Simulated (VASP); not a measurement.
Runs of VASP 6.6.1 on Ge2Sb2Te5. The structure is that of space group P-3m1 (No. 164), or close to it. The cells are those of the table. 

```csv
cell,gap on the mesh (eV),pressure (GPa),largest force (eV/Å)
"a = 4.364, b = 4.363, c = 17.785 Å, angles 90.0, 90.0, 120.0°, 9 atoms",0.19,-1.3,0.08
"a = 4.463, b = 4.463, c = 18.388 Å, angles 90.0, 90.0, 120.0°, 9 atoms",(b),-3.9,0.49
"a = 4.364, b = 4.363, c = 18.689 Å, angles 90.0, 90.0, 120.0°, 9 atoms",0.17,-3.0,0.45
"a = 4.264, b = 4.264, c = 18.689 Å, angles 90.0, 90.0, 120.0°, 9 atoms",0.07,(a),0.27
"a = 4.264, b = 4.264, c = 18.388 Å, angles 90.0, 90.0, 120.0°, 9 atoms",0.13,-0.7,0.13
```

Alike in all rows: task single point; level PBE; potentials or basis VASP PAW PBE potentials, release 64 (Ge_d, Sb, Te); no spin polarisation; k mesh 9 × 9 × 2; cutoff (eV) 520; smearing gaussian 0.03 eV.

Fill in the values left out.

(a) -1.4; (b) 0.16.

Caveats: semilocal functionals underestimate gaps, and a narrow one can read as zero; spin-orbit coupling is left out, which moves the levels of the heavy elements; this functional lacks dispersion, which binds layers or chains, so the pressure and a relaxed spacing across them are unreliable; the cell stands under tension (at least some runs).

A k mesh can miss the band edges, and the runs leave out spin-orbit coupling on Ge, Sb, Te.
